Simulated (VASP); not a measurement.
Here is a VASP 6.6.1 calculation.

Contents of INCAR:

```
SYSTEM = W
PREC = Accurate
ENCUT = 520
EDIFF = 1E-6
ISMEAR = 0
SIGMA = 0.1
LREAL = .FALSE.
LASPH = .TRUE.
NELM = 100
ALGO = Fast
ISIF = 2
LWAVE = .FALSE.
LCHARG = .TRUE.
GGA = PE
LELF = .TRUE.
LVHAR = .TRUE.
NBANDS = 21
```

File KPOINTS:

```
Automatic mesh
0
G
  18 18 8
  0 0 0
```

Contents of POSCAR:

```
W
1.0
    2.8690324637      0.0000000000      0.0000000000
   -1.4345162319      2.4846549979      0.0000000000
    0.0000000000      0.0000000000      4.9214758624
W
2
Direct
    0.3333333300      0.6666666700      0.2500000000
    0.6666666700      0.3333333300      0.7500000000
```

Potentials or basis: VASP PAW PBE potentials, release 64 (W_sv).

Run with:

```console
$ cat potpaw_PBE.64/W_sv/POTCAR > POTCAR
$ mpirun -np 1 vasp_std > vasp.out
```

Task: Estimate the pressure.

Result: -15.4 GPa.

Task: What does it give for the band gap on the k mesh?

Result: Zero (bands 14 and 15 overlap by 1.45 eV).

Stress tensor (GPa, compression positive):
```
-19.36   0.00   0.00
  0.00 -19.36   0.00
  0.00   0.00  -7.39
```

Caveat: the cell differs from its parent crystal (Re replaced by W, lengths x 1.044, strained); the cell stands under tension; spin-orbit coupling is left out, which moves the levels of the heavy elements.
